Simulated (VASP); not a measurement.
A run of VASP 6.6.1 is set up as follows.

The input POSCAR:

```
Hf
1.0
    5.1016792247      0.0000000000      0.0000000000
   -2.5508396123      4.4181838106      0.0000000000
    0.0000000000      0.0000000000      3.1715692193
Hf
3
Direct
    0.0000000000      0.0000000000      0.0000000000
    0.3333333333      0.6666666667      0.5000000000
    0.6666666667      0.3333333333      0.5000000000
```

The input INCAR.step1:

```
PREC     = Accurate       # precision mode
ENCUT    = 520            # plane-wave cutoff, eV
ISMEAR   = -1             # smearing method
SIGMA    = 0.1            # smearing width, eV
LREAL    = False          # projectors in reciprocal space
LASPH    = True           # aspherical terms in the spheres
NELM     = 100            # most SCF steps
NBANDS   = 22             # bands
GGA      = PE             # functional
ALGO     = Normal         # electronic algorithm
EDIFF    = 1E-4           # SCF threshold, eV
LWAVE    = True           # write WAVECAR
LCHARG   = False          # write CHGCAR
```

INCAR.step2

```
PREC     = Accurate       # precision mode
ENCUT    = 520            # plane-wave cutoff, eV
EDIFF    = 1E-6           # SCF threshold, eV
ISMEAR   = -1             # smearing method
SIGMA    = 0.1            # smearing width, eV
LREAL    = False          # projectors in reciprocal space
LASPH    = True           # aspherical terms in the spheres
NELM     = 100            # most SCF steps
ALGO     = Normal         # electronic algorithm
ISIF     = 2              # what is computed and relaxed
LWAVE    = False          # write WAVECAR
LCHARG   = True           # write CHGCAR
METAGGA  = R2SCAN         # meta-GGA
LMIXTAU  = True         
LELF     = True           # ELF
LVHAR    = True         
NBANDS   = 22             # bands
ISTART   = 1
```

The input KPOINTS:

```
Automatic mesh
0
Gamma
  8 8 11
```

Potentials or basis: VASP PAW PBE potentials, release 64 (Hf_pv).

Launch:

```sh
$ cat potpaw_PBE.64/Hf_pv/POTCAR > POTCAR
$ cp INCAR.step1 INCAR
$ mpirun -np 1 vasp_std > vasp.out
$ cp INCAR.step2 INCAR
$ mpirun -np 1 vasp_std > vasp.out
```

(1) Estimate the pressure.

(2) Estimate the band gap on the k mesh.

## Answers

(1) -8.0 GPa.

(2) zero (band 15 reaches 4.49 eV, above the bottom of band 16 at 3.69 eV).

Caveat: the PAW data sets were made with another functional, which shifts forces and pressure a little; spin-orbit coupling is left out, which moves the levels of the heavy elements.
